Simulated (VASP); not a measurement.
Set up this calculation in VASP 6.6.1, as the native input.

```
Task                               : single point
Functional                         : PBEsol-based global hybrid with 25 % exact exchange
Potentials or basis                : VASP PAW PBE potentials, release 64 (Pd)
Cutoff                             : 520 eV
k mesh                             : 6 × 6 × 6
Occupations                        : fermi-dirac, width 0.05 eV
Spin                               : no spin polarisation
Dipole correction                  : no
Grid for exact exchange (PRECFOCK) : Normal
Share of exact exchange            : 0.25
Further INCAR settings             : ALGO = Normal; EDIFF = 1e-06; NBANDS = 11
```

The system is Pd.

```
CELL_PARAMETERS angstrom
-1.57228 1.57228 1.57228
1.57228 -1.57228 1.57228
1.57228 1.57228 -1.57228
ATOMIC_POSITIONS crystal
Pd 0.00000 0.00000 0.00000
```

This isn't the form of Pd at room conditions, which is fcc.

These files were run (other wordings do the same):

POSCAR

```
Pd
1.0
   -1.5722810000      1.5722810000      1.5722810000
    1.5722810000     -1.5722810000      1.5722810000
    1.5722810000      1.5722810000     -1.5722810000
Pd
1
Direct
    0.0000000000      0.0000000000      0.0000000000
```

INCAR.step1

```
SYSTEM = Pd
PREC = Accurate
ENCUT = 520
EDIFF = 1E-5
ISMEAR = -1
SIGMA = 0.05
LREAL = .False.
LASPH = .True.
NELM = 60
ALGO = Normal
ISIF = 2
LWAVE = .True.
LCHARG = .False.
NBANDS = 11
GGA = PE
```

INCAR.step2

```
SYSTEM = Pd
PREC = Accurate
ENCUT = 520
EDIFF = 1E-6
ISMEAR = -1
SIGMA = 0.05
LREAL = .False.
LASPH = .True.
NELM = 60
ALGO = Normal
ISIF = 2
LWAVE = .False.
LCHARG = .False.
GGA = PS
LHFCALC = .True.
AEXX = 0.25
PRECFOCK = Normal
NBANDS = 11
ISTART = 1
```

KPOINTS

```
Automatic mesh
0
Gamma
  6 6 6
  0 0 0
```

Potentials or basis: VASP PAW PBE potentials, release 64 (Pd).

Launch:

```bash
$ cat potpaw_PBE.64/Pd/POTCAR > POTCAR
$ cp INCAR.step1 INCAR
$ mpirun -np 1 vasp_std > vasp.out
$ cp INCAR.step2 INCAR
$ mpirun -np 1 vasp_std > vasp.out
```

It gave:

```
Pressure               : -13.1 GPa
Band gap on the k mesh : zero (bands 5 and 6 overlap by 2.85 eV)
```

Caveat: the k points lie up to 0.47 Å⁻¹ apart, too coarse for converged energies and pressures of a metal; the PAW data sets were made with another functional, which shifts forces and pressure a little.

It took 3.4 min on 1 thread of Intel(R) Xeon(R) Platinum 8488C (Sapphire Rapids) (shared host), peak memory 0.14 GiB.
